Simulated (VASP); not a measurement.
# AgI (P6_3mc) in VASP: notebook

Runs on AgI. Level: LDA. Tasks: electric field gradients, single point.

Program: VASP 6.6.1. These are calculated values, not measurements. Logs are shortened: lines on timing, memory, paths and dates and some standing lists are left out, and cuts for length are marked.

## 1. The cell of the first run

Symmetry: P6_3mc, No. 186, hexagonal system. Conventional cell: a = 4.580 Å, b = 4.580 Å, c = 7.510 Å, α = 90.00°, β = 90.00°, γ = 120.00°. Within 3.7 Å of Ag (site symmetry 3m) lie 4 I at 2.81 to 2.82 Å. Within 3.7 Å of I (site symmetry 3m) lie 4 Ag at 2.81 to 2.82 Å.

## 2. Electric field gradients, LDA

Contents of INCAR:

```
SYSTEM = AgI
PREC = Accurate
ENCUT = 400
EDIFF = 1E-8
ISMEAR = -1
SIGMA = 0.01
LREAL = .False.
LASPH = .True.
NELM = 120
ALGO = Normal
ISIF = 2
LWAVE = .False.
LCHARG = .False.
GGA = CA
LEFG = .True.
NBANDS = 26
GGA_COMPAT = .False.
```

Contents of KPOINTS:

```
regular mesh
0
Gamma
  8 8 4
  0 0 0
```

Contents of POSCAR:

```
AgI
1.0
    4.5800015808      0.0000000000      0.0000000000
   -2.2900007904      3.9663977183      0.0000000000
    0.0000000000      0.0000000000      7.5100000000
Ag I
2 2
Direct
    0.3333333333      0.6666666667      0.0000000000
    0.6666666667      0.3333333333      0.5000000000
    0.3333333333      0.6666666667      0.3750000000
    0.6666666667      0.3333333333      0.8750000000
```

Potentials or basis: VASP PAW LDA potentials, release 64 (Ag, I).

Started as:

```console
$ cat potpaw_LDA.64/Ag/POTCAR potpaw_LDA.64/I/POTCAR > POTCAR
$ mpirun -np 1 vasp_std > vasp.out
```

OUTCAR:

```text
SYSTEM = AgI
   PREC = Accurate
   ENCUT = 400
   EDIFF = 1E-8
   ISMEAR = -1
   LREAL = .False.
   LASPH = .True.
   NELM = 120
   ISIF = 2
   GGA = CA

 ion  position               nearest neighbor table
   1  0.333  0.667  0.000-   4 2.81   4 2.81   4 2.81   3 2.82
   2  0.667  0.333  0.500-   3 2.81   3 2.81   3 2.81   4 2.82
   3  0.333  0.667  0.375-   2 2.81   2 2.81   2 2.81   1 2.82
   4  0.667  0.333  0.875-   1 2.81   1 2.81   1 2.81   2 2.82

  LATTYP: Found a hexagonal cell.
 ALAT       =     4.5800015808
 C/A-ratio  =     1.6397374253

  Lattice vectors:

 A1 = (   4.5800015808,   0.0000000000,   0.0000000000)
 A2 = (  -2.2900007904,   3.9663977183,   0.0000000000)
 A3 = (   0.0000000000,   0.0000000000,   7.5100000000)

Analysis of symmetry for initial positions (statically):
=====================================================================
 Subroutine PRICEL returns:
 Original cell was already a primitive cell.

 Routine SETGRP: Setting up the symmetry group for a
 hexagonal supercell.

 Subroutine GETGRP returns: Found 12 space group operations
 (whereof  6 operations were pure point group operations)
 out of a pool of 24 trial point group operations.

The static configuration has the point symmetry C_3v.
 The point group associated with its full space group is C_6v.

Analysis of symmetry for dynamics (positions and initial velocities):
=====================================================================
 Subroutine PRICEL returns:
 Original cell was already a primitive cell.

 Routine SETGRP: Setting up the symmetry group for a
 hexagonal supercell.

 Subroutine GETGRP returns: Found 12 space group operations
 (whereof  6 operations were pure point group operations)
 out of a pool of 24 trial point group operations.

The dynamic configuration has the point symmetry C_3v.
 The point group associated with its full space group is C_6v.

 Subroutine INISYM returns: Found 12 space group operations
 (whereof  6 operations are pure point group operations),
 and found     1 'primitive' translations

----------------------------------------------------------------------------------------

                                     Primitive cell

  volume of cell :     136.4275

[... 138 lines left out ...]
  energy without entropy =      -12.18297721  energy(sigma->0) =      -12.18297721

 E-fermi :   3.1900     XC(G=0):  -8.8672

 val. band max:        2.9578908153   @ k =   0.0000   0.0000   0.0000
 cond. band min:       4.0719630839   @ k =   0.0000   0.0000   0.0000
 fundamental gap:      1.1140722686
 Fermi energy:         3.1900190456

 k-point     1 :       0.0000    0.0000    0.0000
  band No.  band energies     occupation
      1      -9.9290      2.00000
      2      -9.6318      2.00000
      3      -1.3108      2.00000
      4      -1.3108      2.00000
      5      -1.3083      2.00000
      6      -1.2727      2.00000
[... 685 lines left out ...]
     25      10.1869      0.00000
     26      10.1869      0.00000

 [... further k-points ...]

------------------------ aborting loop because EDIFF is reached ----------------------------------------

  FORCE on cell =-STRESS in cart. coord.  units (eV):
  Direction    XX          YY          ZZ          XY          YZ          ZX
  --------------------------------------------------------------------------------------
  -------------------------------------------------------------------------------------
  Total       -1.9530747     -1.9530747     -2.0961013      0.0000000      0.0000000      0.0000000
  in kB      -22.9365246    -22.9365246    -24.6162011      0.0000000      0.0000000      0.0000000
  external PRESSURE =     -23.4964168 kB  Pullay stress =       0.0000000 kB

 VOLUME and BASIS-vectors are now :
 -----------------------------------------------------------------------------
  energy-cutoff  :      400.00
  volume of cell :      136.43
      direct lattice vectors                 reciprocal lattice vectors
     4.580001581  0.000000000  0.000000000     0.218340536  0.126058967  0.000000000
    -2.290000790  3.966397718  0.000000000     0.000000000  0.252117934  0.000000000
     0.000000000  0.000000000  7.510000000     0.000000000  0.000000000  0.133155792

 POSITION                                       TOTAL-FORCE (eV/Angst)
 -----------------------------------------------------------------------------------
     -0.00000      2.64427      0.00000        -0.000000      0.000000      0.008856
      2.29000      1.32213      3.75500         0.000000     -0.000000      0.008856
     -0.00000      2.64427      2.81625         0.000000     -0.000000     -0.008856
      2.29000      1.32213      6.57125        -0.000000      0.000000     -0.008856
 -----------------------------------------------------------------------------------
    total drift:                               -0.000000     -0.000000      0.000734

  FREE ENERGIE OF THE ION-ELECTRON SYSTEM (eV)
  ---------------------------------------------------
  free  energy   TOTEN  =       -12.1829772120 eV

  energy  without entropy=      -12.1829772120  energy(sigma->0) =      -12.18297721

 Electric field gradients (V/A^2)
---------------------------------------------------------------------
 ion       V_xx      V_yy      V_zz      V_xy      V_xz      V_yz
---------------------------------------------------------------------
   1      -1.016    -1.019     2.035    -0.002    -0.000     0.000
   2      -1.016    -1.019     2.035    -0.002     0.000    -0.000
   3      -1.984    -1.985     3.969    -0.001    -0.000     0.000
   4      -1.984    -1.985     3.969    -0.001     0.000    -0.000
---------------------------------------------------------------------

 Electric field gradients after diagonalization (V/A^2)
 (convention: |V_zz| > |V_xx| > |V_yy|)
----------------------------------------------------------------------
 ion       V_xx      V_yy      V_zz     asymmetry (V_yy - V_xx)/ V_zz
----------------------------------------------------------------------
   1      -1.020    -1.015     2.035       0.002
   2      -1.020    -1.015     2.035       0.002
   3      -1.985    -1.984     3.969       0.000
   4      -1.985    -1.984     3.969       0.000
----------------------------------------------------------------------

           NMR quadrupolar parameters

 Cq : quadrupolar parameter    Cq=e*Q*V_zz/h
 eta: asymmetry parameters     (V_yy - V_xx)/ V_zz
 Q  : nuclear electric quadrupole moment in mb (millibarn)
----------------------------------------------------------------------
 ion       Cq(MHz)       eta       Q (mb)
----------------------------------------------------------------------
   1       0.005       0.002       1.000
   2       0.005       0.002       1.000
   3       0.010       0.000       1.000
   4       0.010       0.000       1.000
----------------------------------------------------------------------
```

OSZICAR:

```text
N       E                     dE             d eps       ncg     rms          rms(c)
DAV:   1     0.177147146642E+03    0.17715E+03   -0.13515E+04  1560   0.967E+02
DAV:   2    -0.329218692074E+01   -0.18044E+03   -0.17337E+03  1762   0.214E+02
DAV:   3    -0.122285558322E+02   -0.89364E+01   -0.88791E+01  1856   0.472E+01
DAV:   4    -0.123990792680E+02   -0.17052E+00   -0.17043E+00  1958   0.644E+00
DAV:   5    -0.124002009319E+02   -0.11217E-02   -0.11216E-02  1808   0.611E-01    0.760E+00
DAV:   6    -0.121944867308E+02    0.20571E+00   -0.74731E-01  1614   0.910E+00    0.553E+00
DAV:   7    -0.121863816451E+02    0.81051E-02   -0.11176E-01  1618   0.152E+00    0.209E+00
DAV:   8    -0.121830746564E+02    0.33070E-02   -0.62482E-03  1626   0.704E-01    0.272E-01
DAV:   9    -0.121829684533E+02    0.10620E-03   -0.15108E-03  1694   0.365E-01    0.549E-02
DAV:  10    -0.121829716683E+02   -0.32150E-05   -0.48799E-05  1702   0.754E-02    0.287E-02
DAV:  11    -0.121829788340E+02   -0.71656E-05   -0.25433E-05  1682   0.384E-02    0.198E-02
DAV:  12    -0.121829773510E+02    0.14830E-05   -0.14247E-05  1612   0.413E-02    0.701E-03
DAV:  13    -0.121829774250E+02   -0.73963E-07   -0.22804E-06  1640   0.108E-02    0.862E-03
DAV:  14    -0.121829772035E+02    0.22147E-06   -0.50926E-07  1644   0.471E-03    0.193E-03
DAV:  15    -0.121829772120E+02   -0.85215E-08   -0.78015E-08  1718   0.147E-03
   1 F= -.12182977E+02 E0= -.12182977E+02  d E =-.313919E-12
```

stdout:

```text
POSCAR found type information on POSCAR AgI
 POSCAR found :  2 types and       4 ions
 scaLAPACK will be used
 LDA part: xc-table for (Slater(with rela. corr.)+CA(PZ))
 , standard interpolation
 POSCAR, INCAR and KPOINTS ok, starting setup
 FFT: planning ... GRIDC
 FFT: planning ... GRID_SOFT
 FFT: planning ... GRID
 WAVECAR not read
 entering main loop
ion   1

ion   2

ion   3

ion   4
```

Wall time 99 s (1 thread of Intel Xeon 8259CL, shared host); peak memory 0.21 GiB.

Results:

```yaml
Free_energy: -12.1830 eV
Pressure: -2.3 GPa
Largest_force: 0.009 eV/Å
Band_gap_on_the_k_mesh: 1.11 eV
Largest_electric_field_gradient_by_atom: Ag +2.0; I +4.0 V/Å²
```

Forces in eV/Å, atoms in the order of the input:
```
Ag   0.000  0.000  0.009
Ag   0.000  0.000  0.009
I    0.000  0.000 -0.009
I    0.000  0.000 -0.009
```

Electric field gradients, principal values (V/Å²):
| atom | least | middle | greatest (by size) |
| --- | --- | --- | --- |
| 1 Ag | -1.015 | -1.020 | 2.035 |
| 2 Ag | -1.015 | -1.020 | 2.035 |
| 3 I | -1.984 | -1.985 | 3.969 |
| 4 I | -1.984 | -1.985 | 3.969 |

Caveat: without QUAD_EFG the Cq values of the log hold for a quadrupole moment of 1 mb, not for the nuclei; spin-orbit coupling is left out, which moves the levels of the heavy elements.

## 3. Electric field gradients, LDA

Contents of INCAR:

```
  PREC = Accurate
  ENCUT = 400
  EDIFF = 1E-8
  ISMEAR = -1
  SIGMA = 0.01
  LREAL = F
  LASPH = T
  NELM = 120
  ALGO = Normal
  ISIF = 2
  LWAVE = F
  LCHARG = F
  LEFG = T
  NBANDS = 26
  GGA_COMPAT = F
```

Contents of KPOINTS:

```
regular mesh
0
Gamma
  8 8 4
```

POSCAR is that of step 2.

Potentials or basis: VASP PAW LDA potentials, release 64 (Ag, I).

Started as:

```console
$ cat potpaw_LDA.64/Ag/POTCAR potpaw_LDA.64/I/POTCAR > POTCAR
$ mpirun -np 1 vasp_std > vasp.out
```

OUTCAR:

```text
PREC = Accurate
   ENCUT = 400
   EDIFF = 1E-8
   ISMEAR = -1
   LREAL = F
   LASPH = T
   NELM = 120
   ISIF = 2

 ion  position               nearest neighbor table
   1  0.333  0.667  0.000-   4 2.81   4 2.81   4 2.81   3 2.82
   2  0.667  0.333  0.500-   3 2.81   3 2.81   3 2.81   4 2.82
   3  0.333  0.667  0.375-   2 2.81   2 2.81   2 2.81   1 2.82
   4  0.667  0.333  0.875-   1 2.81   1 2.81   1 2.81   2 2.82

  LATTYP: Found a hexagonal cell.
 ALAT       =     4.5800015808
 C/A-ratio  =     1.6397374253

  Lattice vectors:

 A1 = (   4.5800015808,   0.0000000000,   0.0000000000)
 A2 = (  -2.2900007904,   3.9663977183,   0.0000000000)
 A3 = (   0.0000000000,   0.0000000000,   7.5100000000)

Analysis of symmetry for initial positions (statically):
=====================================================================
 Subroutine PRICEL returns:
 Original cell was already a primitive cell.

 Routine SETGRP: Setting up the symmetry group for a
 hexagonal supercell.

 Subroutine GETGRP returns: Found 12 space group operations
 (whereof  6 operations were pure point group operations)
 out of a pool of 24 trial point group operations.

The static configuration has the point symmetry C_3v.
 The point group associated with its full space group is C_6v.

Analysis of symmetry for dynamics (positions and initial velocities):
=====================================================================
 Subroutine PRICEL returns:
 Original cell was already a primitive cell.

 Routine SETGRP: Setting up the symmetry group for a
[... 863 lines left out ...]

------------------------ aborting loop because EDIFF is reached ----------------------------------------

  FORCE on cell =-STRESS in cart. coord.  units (eV):
  Direction    XX          YY          ZZ          XY          YZ          ZX
  --------------------------------------------------------------------------------------
  -------------------------------------------------------------------------------------
  Total       -1.9530747     -1.9530747     -2.0961013      0.0000000      0.0000000      0.0000000
  in kB      -22.9365246    -22.9365246    -24.6162011      0.0000000      0.0000000      0.0000000
  external PRESSURE =     -23.4964168 kB  Pullay stress =       0.0000000 kB

 VOLUME and BASIS-vectors are now :
 -----------------------------------------------------------------------------
  energy-cutoff  :      400.00
  volume of cell :      136.43
      direct lattice vectors                 reciprocal lattice vectors
     4.580001581  0.000000000  0.000000000     0.218340536  0.126058967  0.000000000
    -2.290000790  3.966397718  0.000000000     0.000000000  0.252117934  0.000000000
     0.000000000  0.000000000  7.510000000     0.000000000  0.000000000  0.133155792

 POSITION                                       TOTAL-FORCE (eV/Angst)
 -----------------------------------------------------------------------------------
     -0.00000      2.64427      0.00000        -0.000000      0.000000      0.008856
      2.29000      1.32213      3.75500         0.000000     -0.000000      0.008856
     -0.00000      2.64427      2.81625         0.000000     -0.000000     -0.008856
      2.29000      1.32213      6.57125        -0.000000      0.000000     -0.008856
 -----------------------------------------------------------------------------------
    total drift:                               -0.000000     -0.000000      0.000734

  FREE ENERGIE OF THE ION-ELECTRON SYSTEM (eV)
  ---------------------------------------------------
  free  energy   TOTEN  =       -12.1829772120 eV

  energy  without entropy=      -12.1829772120  energy(sigma->0) =      -12.18297721

 Electric field gradients (V/A^2)
---------------------------------------------------------------------
 ion       V_xx      V_yy      V_zz      V_xy      V_xz      V_yz
---------------------------------------------------------------------
   1      -1.016    -1.019     2.035    -0.002    -0.000     0.000
   2      -1.016    -1.019     2.035    -0.002     0.000    -0.000
   3      -1.984    -1.985     3.969    -0.001    -0.000     0.000
   4      -1.984    -1.985     3.969    -0.001     0.000    -0.000
---------------------------------------------------------------------

 Electric field gradients after diagonalization (V/A^2)
 (convention: |V_zz| > |V_xx| > |V_yy|)
----------------------------------------------------------------------
 ion       V_xx      V_yy      V_zz     asymmetry (V_yy - V_xx)/ V_zz
----------------------------------------------------------------------
   1      -1.020    -1.015     2.035       0.002
   2      -1.020    -1.015     2.035       0.002
   3      -1.985    -1.984     3.969       0.000
   4      -1.985    -1.984     3.969       0.000
----------------------------------------------------------------------

           NMR quadrupolar parameters

 Cq : quadrupolar parameter    Cq=e*Q*V_zz/h
 eta: asymmetry parameters     (V_yy - V_xx)/ V_zz
 Q  : nuclear electric quadrupole moment in mb (millibarn)
----------------------------------------------------------------------
 ion       Cq(MHz)       eta       Q (mb)
----------------------------------------------------------------------
   1       0.005       0.002       1.000
   2       0.005       0.002       1.000
   3       0.010       0.000       1.000
   4       0.010       0.000       1.000
----------------------------------------------------------------------
```

OSZICAR:

```text
N       E                     dE             d eps       ncg     rms          rms(c)
DAV:   1     0.177147146642E+03    0.17715E+03   -0.13515E+04  1560   0.967E+02
DAV:   2    -0.329218692074E+01   -0.18044E+03   -0.17337E+03  1762   0.214E+02
DAV:   3    -0.122285558322E+02   -0.89364E+01   -0.88791E+01  1856   0.472E+01
DAV:   4    -0.123990792680E+02   -0.17052E+00   -0.17043E+00  1958   0.644E+00
DAV:   5    -0.124002009319E+02   -0.11217E-02   -0.11216E-02  1808   0.611E-01    0.760E+00
DAV:   6    -0.121944867308E+02    0.20571E+00   -0.74731E-01  1614   0.910E+00    0.553E+00
DAV:   7    -0.121863816451E+02    0.81051E-02   -0.11176E-01  1618   0.152E+00    0.209E+00
DAV:   8    -0.121830746564E+02    0.33070E-02   -0.62482E-03  1626   0.704E-01    0.272E-01
DAV:   9    -0.121829684533E+02    0.10620E-03   -0.15108E-03  1694   0.365E-01    0.549E-02
DAV:  10    -0.121829716683E+02   -0.32150E-05   -0.48799E-05  1702   0.754E-02    0.287E-02
DAV:  11    -0.121829788340E+02   -0.71656E-05   -0.25433E-05  1682   0.384E-02    0.198E-02
DAV:  12    -0.121829773510E+02    0.14830E-05   -0.14247E-05  1612   0.413E-02    0.701E-03
DAV:  13    -0.121829774250E+02   -0.73963E-07   -0.22804E-06  1640   0.108E-02    0.862E-03
DAV:  14    -0.121829772035E+02    0.22147E-06   -0.50926E-07  1644   0.471E-03    0.193E-03
DAV:  15    -0.121829772120E+02   -0.85215E-08   -0.78015E-08  1718   0.147E-03
   1 F= -.12182977E+02 E0= -.12182977E+02  d E =-.313919E-12
```

stdout:

```text
POSCAR found type information on POSCAR AgI
 POSCAR found :  2 types and       4 ions
 scaLAPACK will be used
 LDA part: xc-table for (Slater(with rela. corr.)+CA(PZ))
 , standard interpolation
 POSCAR, INCAR and KPOINTS ok, starting setup
 FFT: planning ... GRIDC
 FFT: planning ... GRID_SOFT
 FFT: planning ... GRID
 WAVECAR not read
 entering main loop
ion   1

ion   2

ion   3

ion   4
```

Run time: 97 s. Hardware: 1 thread of Intel Xeon 8259CL, shared host; peak memory 0.2 GiB.

What came out:

```yaml
Free_energy: -12.1830 eV
Pressure: -2.3 GPa
Largest_force: 0.009 eV/Å
Band_gap_on_the_k_mesh: 1.11 eV
Largest_electric_field_gradient_by_atom: Ag +2.0; I +4.0 V/Å²
```

Forces in eV/Å, atoms in the order of the input:
```
Ag   0.000  0.000  0.009
Ag   0.000  0.000  0.009
I    0.000  0.000 -0.009
I    0.000  0.000 -0.009
```

Levels at points of the mesh, in eV from the valence-band top:
```tsv
k point	band 14	band 15	band 16	band 17	band 18	band 19	band 20	band 21	band 22	band 23
(0.00, 0.00, 0.00)	-0.73	-0.73	-0.08	0.00	0.00	1.11	2.45	5.62	5.62	5.75
(0.50, 0.00, 0.00)	-2.70	-2.27	-1.82	-1.09	-0.74	3.16	3.42	4.62	5.70	6.13
(0.00, 0.00, 0.50)	-1.77	-0.38	-0.38	-0.38	-0.38	2.46	2.46	5.44	5.44	5.94
(0.50, 0.00, 0.50)	-2.89	-1.28	-1.28	-1.28	-1.28	3.06	3.06	4.71	4.71	7.13
```

Electric field gradients, principal values (V/Å²):
```
atom   least  middle  greatest (by size)
1 Ag  -1.015  -1.020               2.035
2 Ag  -1.015  -1.020               2.035
 3 I  -1.984  -1.985               3.969
 4 I  -1.984  -1.985               3.969
```

Caveat: without QUAD_EFG the Cq values of the log hold for a quadrupole moment of 1 mb, not for the nuclei; spin-orbit coupling is left out, which moves the levels of the heavy elements.

(Continued in part 2 of 2.)
